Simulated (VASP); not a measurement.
# Li5Mg11 in VASP: a series of runs

Runs on Li5Mg11. Level: PBE. Tasks: single point.

All numbers are computed with VASP 6.6.1; they aren't measurements. Logs are shortened: lines on timing, memory, paths and dates and some standing lists are left out, and cuts for length are marked.

## 1. The cell of the first run

The cell holds a disordered packing, 16 atoms: a = 6.991 Å, b = 7.264 Å, c = 7.113 Å, α = 91.32°, β = 87.69°, γ = 87.57°.

## 2. Single point, PBE

INCAR

```
PREC     = Accurate       # precision mode
ENCUT    = 520            # plane-wave cutoff, eV
EDIFF    = 1E-7           # SCF threshold, eV
ISMEAR   = -1             # smearing method
SIGMA    = 0.0698         # smearing width, eV
LREAL    = Auto         
LASPH    = T              # aspherical terms in the spheres
NELM     = 80             # most SCF steps
ALGO     = Normal         # electronic algorithm
ISIF     = 2              # what is computed and relaxed
LWAVE    = F              # write WAVECAR
LCHARG   = F              # write CHGCAR
GGA      = PE             # functional
NBANDS   = 32             # bands
ISYM     = 0
```

KPOINTS

```
Automatic mesh
0
Gamma
  1 1 1
  0.25 0.25 0.25
```

POSCAR

```
Li5Mg11
1.0
    6.9874180000      0.1521120000      0.1432780000
    0.1521120000      7.2620990000     -0.0841100000
    0.1432780000     -0.0841100000      7.1109010000
Mg Li
11 5
Direct
    0.4740625264      0.8205840966      0.2211454776
    0.7445753243      0.4623488245      0.0850526391
    0.9380056807      0.6894788007      0.7554420296
    0.0114244502      0.2422278471      0.7420806325
    0.1935788537      0.9037243646      0.5003860503
    0.3719513178      0.4341768100      0.9160175582
    0.2006044783      0.1528243768      0.1775306462
    1.0017099109      0.8056857431      0.1379113892
    0.6449220014      0.8148847774      0.5279431993
    0.3747121547      0.4924510484      0.4055460833
    0.4408059843      0.1735372738      0.5992003573
    0.6326995368      0.0737979381      0.9154812056
    0.2714292276      0.9055653126      0.8583116628
    0.6863587434      0.4521631597      0.6394011582
    0.7168759070      0.1901480219      0.2992056568
    0.9461279470      0.4661080354      0.3774475312
```

Potentials or basis: VASP PAW PBE potentials, release 64 (Mg, Li_sv).

Run with:

```sh
cat potpaw_PBE.64/Mg/POTCAR potpaw_PBE.64/Li_sv/POTCAR > POTCAR
mpirun -np 1 vasp_std > vasp.out
```

OUTCAR:

```text
PREC = Accurate
   ENCUT = 520
   EDIFF = 1E-7
   ISMEAR = -1
   LREAL = Auto
   LASPH = T
   NELM = 80
   ISIF = 2
   GGA = PE
   ISYM = 0

 ion  position               nearest neighbor table
   1  0.474  0.821  0.221-   9 2.53   5 2.77  10 2.85   7 3.04  13 3.06  12 3.08   2 3.26   8 3.38
                             6 3.62
   2  0.745  0.462  0.085-  15 2.53  16 2.56   6 2.93   8 3.16   3 3.19   1 3.26   4 3.34  10 3.37

   3  0.938  0.689  0.755-  14 2.66   9 2.80   8 2.89  13 2.97   5 3.00  16 3.11   2 3.19   4 3.27

   4  0.011  0.242  0.742-  14 2.81  11 3.15   5 3.16   6 3.21   3 3.27   2 3.34   7 3.48
   5  0.194  0.904  0.500-  13 2.62  11 2.76   1 2.77   7 2.96   3 3.00   8 3.04   4 3.16   9 3.21
                            10 3.24
   6  0.372  0.434  0.916-  14 2.90  11 2.92   2 2.93   7 3.05  12 3.13   4 3.21  10 3.50   1 3.62

   7  0.201  0.153  0.178-  13 2.88   8 2.94   5 2.96   1 3.04   6 3.05  16 3.11  10 3.23   4 3.48
                            11 3.50
   8  0.002  0.806  0.138-  13 2.81   3 2.89   7 2.94   5 3.04  16 3.06   2 3.16   1 3.38   9 3.65

   9  0.645  0.815  0.528-   1 2.53  14 2.78   3 2.80  11 2.94  10 3.20   5 3.21   8 3.65
  10  0.375  0.492  0.406-  11 2.75  14 2.80   1 2.85  16 3.02   9 3.20   7 3.23   5 3.24   2 3.37
                             6 3.50
  11  0.441  0.174  0.599-  14 2.73  10 2.75  12 2.76   5 2.76  15 2.83   6 2.92   9 2.94  13 2.96
                             4 3.15   7 3.50
  12  0.633  0.074  0.915-  11 2.76   1 3.08   6 3.13
  13  0.271  0.906  0.858-   5 2.62   8 2.81   7 2.88  11 2.96   3 2.97   1 3.06
  14  0.686  0.452  0.639-  16 2.56   3 2.66  11 2.73   9 2.78  10 2.80   4 2.81   6 2.90
  15  0.717  0.190  0.299-   2 2.53  11 2.83
  16  0.946  0.466  0.377-  14 2.56   2 2.56  10 3.02   8 3.06   3 3.11   7 3.11

IMPORTANT INFORMATION: All symmetrisations will be switched off!
NOSYMM: (Re-)initialisation of all symmetry stuff for point group C_1.

----------------------------------------------------------------------------------------

                                     Primitive cell

  volume of cell :     360.4640

  direct lattice vectors                    reciprocal lattice vectors
     6.987418000  0.152112000  0.143278000     0.143240350 -0.003034157 -0.002922048
     0.152112000  7.262099000 -0.084110000    -0.003034157  0.137784372  0.001690893
     0.143278000 -0.084110000  7.110901000    -0.002922048  0.001690893  0.140708032

  length of vectors
     6.990541964  7.264178855  7.112841634     0.143302276  0.137828148  0.140748527

  position of ions in fractional coordinates (direct lattice)
     0.474062526  0.820584097  0.221145478
     0.744575324  0.462348824  0.085052639
     0.938005681  0.689478801  0.755442030
     0.011424450  0.242227847  0.742080632
     0.193578854  0.903724365  0.500386050
     0.371951318  0.434176810  0.916017558
[... 8 lines left out ...]
     0.716875907  0.190148022  0.299205657
     0.946127947  0.466108035  0.377447531

  ion indices of the primitive-cell ions
   primitive index   ion index
                 1           1
                 2           2
                 3           3
                 4           4
                 5           5
                 6           6
[... 8 lines left out ...]
                15          15
                16          16

----------------------------------------------------------------------------------------

 KPOINTS: Automatic mesh

Automatic generation of k-mesh.
 Grid dimensions read from file:
 generate k-points for:    1    1    1

 Generating k-lattice:

  Cartesian coordinates                     Fractional coordinates (reciprocal lattice)
     0.143240350 -0.003034157 -0.002922048     1.000000000 -0.000000000 -0.000000000
    -0.003034157  0.137784372  0.001690893     0.000000000  1.000000000  0.000000000
    -0.002922048  0.001690893  0.140708032    -0.000000000  0.000000000  1.000000000

  Length of vectors
     0.143302276  0.137828148  0.140748527

  Shift w.r.t. Gamma in fractional coordinates (k-lattice)
     0.250000000  0.250000000  0.250000000

 Subroutine IBZKPT returns following result:
 ===========================================

 Found      1 irreducible k-points:

 Following reciprocal coordinates:
            Coordinates               Weight
  0.250000  0.250000  0.250000      2.000000
   k-points           NKPTS =      1   k-points in BZ     NKDIM =      1   number of bands    NBANDS=     32
   number of dos      NEDOS =    301   number of ions     NIONS =     16
   total plane-waves  NPLWV = 157464
   dimension x,y,z NGX =    54 NGY =   54 NGZ =   54
   dimension x,y,z NGXF=   108 NGYF=  108 NGZF=  108
   ions per type =              11   5
   NGX,Y,Z   is equivalent  to a cutoff of  12.84, 12.36, 12.62 a.u.
   NGXF,Y,Z  is equivalent  to a cutoff of  25.68, 24.72, 25.24 a.u.
 SYSTEM =  unknown system
   PREC   = accura    normal or accurate (medium, high low for compatibility)
   ISTART =      0    job   : 0-new  1-cont  2-samecut
   ICHARG =      2    charge: 1-file 2-atom 10-const
   ISPIN  =      1    spin polarized calculation?
   LNONCOLLINEAR =      F non collinear calculations
   LSORBIT =      F    spin-orbit coupling
   LASPH  =      T    aspherical Exc in radial PAW
   ENCUT  =  520.0 eV  38.22 Ry    6.18 a.u.  13.00 13.51 13.23*2*pi/ulx,y,z
   NELM   =     80;   NELMIN=  2; NELMDL= -5     # of ELM steps
   EDIFF  = 0.1E-06   stopping-criterion for ELM
   LREAL  =      T    real-space projection
   EDIFFG = 0.1E-05   stopping-criterion for IOM
   NSW    =      0    number of steps for IOM
   IBRION =     -1    ionic relax: 0-MD 1-quasi-New 2-CG
   NFREE  =      0    steps in history (QN), initial steepest desc. (CG)
   ISIF   =      2    stress and relaxation
   ISYM   =      0    0-nonsym 1-usesym 2-fastsym
   POTIM  = 0.5000    time-step for ionic-motion
   TEBEG  =    0.0;   TEEND  =   0.0 temperature during run
   PSTRESS=    0.0 pullay stress
   NELECT =      37.0000    total number of electrons
   NUPDOWN=      -1.0000    fix difference up-down
   EMIN   =  10.00;   EMAX   =-10.00  energy-range for DOS
   EFERMI =   0.00;   METHOD = LEGACY
   ISMEAR =    -1;   SIGMA  =   0.07  broadening in eV -4-tet -1-fermi 0-gaus
   EFERMI_NEDOS =   21; number of points for ismear=-14 and -15
   IALGO  =     38    algorithm
   IMIX   =      4    mixing-type and parameters
     AMIX     =   0.40;   BMIX     =  1.00
     AMIX_MAG =   1.60;   BMIX_MAG =  1.00
  volume/ion in A,a.u.               =      22.53       152.03
  Fermi-wavevector in a.u.,A,eV,Ry     =   0.766516  1.448506  7.994067  0.587547
  Thomas-Fermi vector in A             =   1.866872
   LORBIT       =      0    0 simple, 1 ext, 2 COOP (PROOUT), +10 PAW based schemes
   GGA     = PE    functional components
   LHFCALC =     F    Hartree Fock is set to
   AEXX    =    0.0000 exact exchange contribution
   IVDW    =     0    specifies the selected vdW correction
   LEPSILON=     F    determine dielectric tensor
   LRPA    =     F    only Hartree local field effects (RPA)
 non-spin polarized calculation
  energy-cutoff  :      520.00
  volume of cell :      360.46
 maximum number of plane-waves:      9714
 NGX is ok and might be reduce to    54
   NGX = 25   NGY = 27   NGZ = 27

 number of electron      36.9999997 magnetization

 Free energy of the ion-electron system (eV)
  ---------------------------------------------------
  ext. energy  EPLUGINS =         0.00000000
  ---------------------------------------------------
  free energy    TOTEN  =       -23.16802315 eV

  energy without entropy =      -23.04225556  energy(sigma->0) =      -23.10513936

 E-fermi :   1.9422     XC(G=0):  -7.9917

 val. band max:        1.6439272904   @ k =   0.2500   0.2500   0.2500
 cond. band min:       1.9451492122   @ k =   0.2500   0.2500   0.2500
 fundamental gap:      0.3012219217
 Fermi energy:         1.9422292855

 k-point     1 :       0.2500    0.2500    0.2500
  band No.  band energies     occupation
      1     -44.9437      2.00000
      2     -44.9205      2.00000
      3     -44.7598      2.00000
      4     -44.3511      2.00000
      5     -44.0014      2.00000
      6      -3.7782      2.00000
[... 22 lines left out ...]
     29       4.6678      0.00000
     30       4.9806      0.00000
 [bands above 30 left out]

------------------------ aborting loop because EDIFF is reached ----------------------------------------

  FORCE on cell =-STRESS in cart. coord.  units (eV):
  Direction    XX          YY          ZZ          XY          YZ          ZX
  --------------------------------------------------------------------------------------
  -------------------------------------------------------------------------------------
  Total       -2.1491956      6.1990538     11.3891600      8.3509050     -3.8324689     10.1143969
  in kB       -9.5526663     27.5533281     50.6221226     37.1177979    -17.0344179     44.9561023
  external PRESSURE =      22.8742615 kB  Pullay stress =       0.0000000 kB

 VOLUME and BASIS-vectors are now :
 -----------------------------------------------------------------------------
  energy-cutoff  :      520.00
  volume of cell :      360.46
      direct lattice vectors                 reciprocal lattice vectors
     6.987418000  0.152112000  0.143278000     0.143240350 -0.003034157 -0.002922048
     0.152112000  7.262099000 -0.084110000    -0.003034157  0.137784372  0.001690893
     0.143278000 -0.084110000  7.110901000    -0.002922048  0.001690893  0.140708032

 POSITION                                       TOTAL-FORCE (eV/Angst)
 -----------------------------------------------------------------------------------
      3.46898      6.01267      1.57145        -0.430514      0.165030     -1.893575
      5.28517      3.46373      0.67259         0.075332      0.609318     -1.089061
      6.76735      5.08621      5.44828         0.469617     -0.118254      0.333556
      0.22300      1.69840      5.25812        -0.027490     -0.372073      0.133682
      1.56178      6.55029      3.50992        -0.904615     -0.371083     -0.176149
      2.79627      3.13257      6.53048        -0.396430      0.439996      0.271603
[... 8 lines left out ...]
      5.08091      1.46475      2.21434        -0.215346     -0.834833      0.475951
      6.73597      3.49709      2.78035         0.520720      0.586304      0.418697
 -----------------------------------------------------------------------------------
    total drift:                               -0.003839     -0.001694      0.001122

  FREE ENERGIE OF THE ION-ELECTRON SYSTEM (eV)
  ---------------------------------------------------
  free  energy   TOTEN  =       -23.1680231492 eV

  energy  without entropy=      -23.0422555632  energy(sigma->0) =      -23.10513936
```

It took 70 s on 1 thread of Intel Xeon 8259CL, shared host; peak memory 0.35 GiB.

Results:

- Free energy: -23.1680 eV
- Largest force: 1.949 eV/Å
- Band gap on the k mesh: zero (an odd number of electrons rules out a gap without spin polarisation)

Forces in eV/Å, atoms in the order of the input:
```
Mg  -0.431  0.165 -1.894
Mg   0.075  0.609 -1.089
Mg   0.470 -0.118  0.334
Mg  -0.027 -0.372  0.134
Mg  -0.905 -0.371 -0.176
Mg  -0.396  0.440  0.272
Mg   0.213  0.558 -0.100
Mg   0.007 -0.414  0.368
Mg   0.682 -0.002  0.943
Mg  -0.214  0.122 -0.311
Mg   0.045 -0.153  0.001
Li   0.245  0.118  0.010
Li   0.197  0.016  0.182
Li  -0.267 -0.349  0.433
Li  -0.215 -0.835  0.476
Li   0.521  0.586  0.419
```

Levels at points of the mesh, in eV from the Fermi level:
```csv
k point,band 14,band 15,band 16,band 17,band 18,band 19,band 20,band 21,band 22,band 23
"(0.25, 0.25, 0.25)",-1.59,-1.45,-1.02,-0.48,-0.30,0.00,0.26,0.42,0.64,1.12
```

Caveat: the k points lie up to 0.90 Å⁻¹ apart, too coarse for converged energies and pressures of a metal; the cutoff is under 1.25 times the usual one of these potentials, so pressure, stress and relaxed cells hold a basis-set (Pulay) error; the atoms stand as in a frame of molecular dynamics.

## 3. Single point, PBE

INCAR

```
ALGO = Normal
EDIFF = 1E-6
ENCUT = 520
GGA = PE
ISIF = 2
ISMEAR = -1
ISYM = 0
LASPH = True
LCHARG = False
LREAL = Auto
LWAVE = False
NBANDS = 32
NELM = 100
PREC = Accurate
SIGMA = 0.0698
```

KPOINTS is that of step 2.

POSCAR

```
Li5Mg11
1.0
    6.9874180000      0.1521120000      0.1432780000
    0.1521120000      7.2620990000     -0.0841100000
    0.1432780000     -0.0841100000      7.1109010000
Mg Li
11 5
Direct
    0.5366888671      0.7991408209      0.2455899790
    0.7427663624      0.4843383154     -0.0231069710
    1.0645877304      0.6782631597      0.7324192410
    0.0108946836      0.1664882637      0.7595822751
    0.2186887337      0.9098050742      0.4702615633
    0.2936138932      0.4671434722      0.9604605698
    0.1939777261      0.1569913840      0.1300358147
    1.0353598199      0.7722132631      0.1548545780
    0.7226342806      0.8312954253      0.6071218913
    0.2934317365      0.4938100392      0.3655436983
    0.4561714874      0.1739213634      0.6029998431
    0.7290319883      0.0752879844      0.9715766296
    0.3859692347      0.8463655296      0.8634980159
    0.6287878350      0.4828558286      0.6597551478
    0.7887034312      0.1138434285      0.4238438308
    0.7788033038      0.5591101470      0.3482768744
```

Potentials or basis: VASP PAW PBE potentials, release 64 (Mg, Li_sv).

Run with:

```sh
cat potpaw_PBE.64/Mg/POTCAR potpaw_PBE.64/Li_sv/POTCAR > POTCAR
mpirun -np 1 vasp_std > vasp.out
```

OUTCAR:

```text
EDIFF = 1E-6
   ENCUT = 520
   GGA = PE
   ISIF = 2
   ISMEAR = -1
   ISYM = 0
   LASPH = True
   LREAL = Auto
   NELM = 100
   PREC = Accurate

 ion  position               nearest neighbor table
   1  0.537  0.799  0.246-  16 2.52   5 2.76   9 2.94  10 2.97  13 2.98   2 3.20   8 3.52   7 3.59
                             8 3.60   6 3.64
   2  0.743  0.484  0.977-  14 2.42  16 2.71  12 2.98   6 3.15   3 3.18   1 3.20   4 3.24   8 3.26

[... 218 lines left out ...]
  Total       -1.1886639      8.3647740     10.3359112      7.0933592     -1.9566350      3.9432722
  in kB       -5.2833299     37.1794421     45.9406811     31.5283039     -8.6967796     17.5269122
  external PRESSURE =      25.9455977 kB  Pullay stress =       0.0000000 kB

 VOLUME and BASIS-vectors are now :
 -----------------------------------------------------------------------------
  energy-cutoff  :      520.00
  volume of cell :      360.46
      direct lattice vectors                 reciprocal lattice vectors
     6.987418000  0.152112000  0.143278000     0.143240350 -0.003034157 -0.002922048
     0.152112000  7.262099000 -0.084110000    -0.003034157  0.137784372  0.001690893
     0.143278000 -0.084110000  7.110901000    -0.002922048  0.001690893  0.140708032

 POSITION                                       TOTAL-FORCE (eV/Angst)
 -----------------------------------------------------------------------------------
      3.90682      5.86442      1.75605        -0.102606      0.368370     -0.609960
      5.40366      3.54813      7.01227         0.466161      0.161681      0.475177
      0.65941      4.87384      5.16037        -0.617454     -0.250232      0.022310
      0.21028      1.14682      5.38887         0.375628      0.305565     -0.395234
      1.73384      6.60081      3.29879        -0.271278      0.378146     -0.119275
      2.26027      3.35632      6.83252         0.567335      0.059387     -0.162268
[... 8 lines left out ...]
      5.58904      0.91106      3.11734         0.592267      0.425400     -0.752948
      5.57677      4.14948      2.54112         0.681864     -0.924288      0.302501
 -----------------------------------------------------------------------------------
    total drift:                                0.007284      0.003857      0.005984

  FREE ENERGIE OF THE ION-ELECTRON SYSTEM (eV)
  ---------------------------------------------------
  free  energy   TOTEN  =       -22.8389388449 eV

  energy  without entropy=      -22.6807663607  energy(sigma->0) =      -22.75985260
```

OSZICAR:

```text
N       E                     dE             d eps       ncg     rms          rms(c)
DAV:   1     0.117731197865E+03    0.11773E+03   -0.13675E+04    72   0.967E+02
DAV:   2     0.203719897280E+01   -0.11569E+03   -0.10869E+03    72   0.190E+02
DAV:   3    -0.189262891113E+02   -0.20963E+02   -0.20635E+02   104   0.462E+01
DAV:   4    -0.232976510062E+02   -0.43714E+01   -0.43009E+01   112   0.262E+01
DAV:   5    -0.237267554781E+02   -0.42910E+00   -0.42905E+00    88   0.623E+00    0.337E+00
DAV:   6    -0.229795156670E+02    0.74724E+00   -0.15354E+00    72   0.421E+00    0.179E+00
DAV:   7    -0.228655865758E+02    0.11393E+00   -0.33162E-01    88   0.171E+00    0.881E-01
DAV:   8    -0.228405833670E+02    0.25003E-01   -0.73298E-02    96   0.897E-01    0.266E-01
DAV:   9    -0.228391192251E+02    0.14641E-02   -0.65902E-03    88   0.302E-01    0.900E-02
DAV:  10    -0.228389328924E+02    0.18633E-03   -0.12426E-03    80   0.132E-01    0.239E-02
DAV:  11    -0.228389368703E+02   -0.39779E-05   -0.93581E-05    88   0.390E-02    0.727E-03
DAV:  12    -0.228389381939E+02   -0.13236E-05   -0.12976E-05    88   0.137E-02    0.264E-03
DAV:  13    -0.228389388449E+02   -0.65103E-06   -0.10718E-06    56   0.434E-03
   1 F= -.22838939E+02 E0= -.22759853E+02  d E =-.158172E+00
```

Run time: 84 s. Hardware: 1 thread of Intel Xeon 8259CL, shared host; peak memory 0.36 GiB.

Results:

* Free energy: -22.8389 eV
* Largest force: 1.188 eV/Å
* Band gap on the k mesh: zero (an odd number of electrons rules out a gap without spin polarisation)

Forces on the atoms (eV/Å):
```
Mg  -0.103  0.368 -0.610
Mg   0.466  0.162  0.475
Mg  -0.617 -0.250  0.022
Mg   0.376  0.306 -0.395
Mg  -0.271  0.378 -0.119
Mg   0.567  0.059 -0.162
Mg  -0.110 -0.582  0.628
Mg  -0.300  0.142 -0.346
Mg  -0.274  0.216  0.393
Mg   0.193 -0.389  0.411
Mg  -0.295  0.248  0.375
Li  -0.434 -0.176  0.234
Li  -0.157  0.191 -0.003
Li  -0.315 -0.173 -0.451
Li   0.592  0.425 -0.753
Li   0.682 -0.924  0.303
```

Levels at points of the mesh, in eV from the Fermi level:
```csv
k point,band 17,band 18,band 19,band 20,band 21,band 22
"(0.25, 0.25, 0.25)",-0.30,-0.13,-0.04,0.38,0.85,0.95
```

Caveat: the k points lie up to 0.90 Å⁻¹ apart, too coarse for converged energies and pressures of a metal; the cutoff is under 1.25 times the usual one of these potentials, so pressure, stress and relaxed cells hold a basis-set (Pulay) error; the atoms stand as in a frame of molecular dynamics.

[end of part 1 of 3]

The gap in the log of VASP goes by the Fermi energy; the results here count the filled bands.